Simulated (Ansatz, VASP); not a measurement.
# CO2: VASP beside Ansatz

```
C O
1.0
     8.70659    0.00000    0.00000
     0.00000    8.70659    0.00000
     0.00000    0.00000    8.70659
C O
10 20
Direct
  0.77264 0.43996 0.29246
  0.44256 0.51929 0.96931
  0.01476 0.08670 0.02061
  0.46791 0.20339 0.46788
  0.53956 0.04924 0.02761
  0.80626 0.36780 0.75595
  0.70128 0.78502 0.56482
  0.18813 0.57524 0.33634
  0.08098 0.99541 0.41963
  0.11988 0.70965 0.75230
  0.76659 0.35550 0.39639
  0.77846 0.52394 0.18836
  0.42556 0.64032 0.91439
  0.45847 0.39772 0.02350
  0.94451 0.16545 0.10362
  0.08606 0.00793 0.93921
  0.41256 0.31028 0.40889
  0.52363 0.09699 0.52718
  0.61548 0.06124 0.91786
  0.46431 0.03693 0.13799
  0.90996 0.28343 0.76250
  0.70231 0.45235 0.74895
  0.60785 0.72568 0.48936
  0.79593 0.84370 0.63950
  0.09075 0.52543 0.41415
  0.28480 0.62474 0.25802
  0.03195 0.89485 0.34517
  0.13018 0.09662 0.49193
  0.05356 0.63689 0.84325
  0.18661 0.78116 0.66070
```

Alike in both runs: functional PBEsol; k mesh 1 × 1 × 1; occupations fermi-dirac, width 0.02 eV; no spin polarisation.

Ansatz relaxed the structure, and its values are those at the end. VASP's run is a single point on that final structure, the one shown.

```csv
,VASP,Ansatz
version,VASP 6.6.1,Ansatz 0.2.0
potentials or method,"VASP PAW PBE potentials, release 64 (C_h, O_h), cutoff 910 eV","scalar-relativistic, plane waves, PAW"
valence electrons in the cell,160,160
```

Ansatz gave:

- rms of the force components (eV/Å): 0.034

Problem. Which values does VASP return?

Solution. rms of the force components (eV/Å): 0.068.

VASP's potentials were made for PBE, not for PBEsol. With one functional, cell and mesh, what is left measures potentials, basis and numerics.

Noted on VASP's run: the cutoff is short for stress, so the pressure is rough.
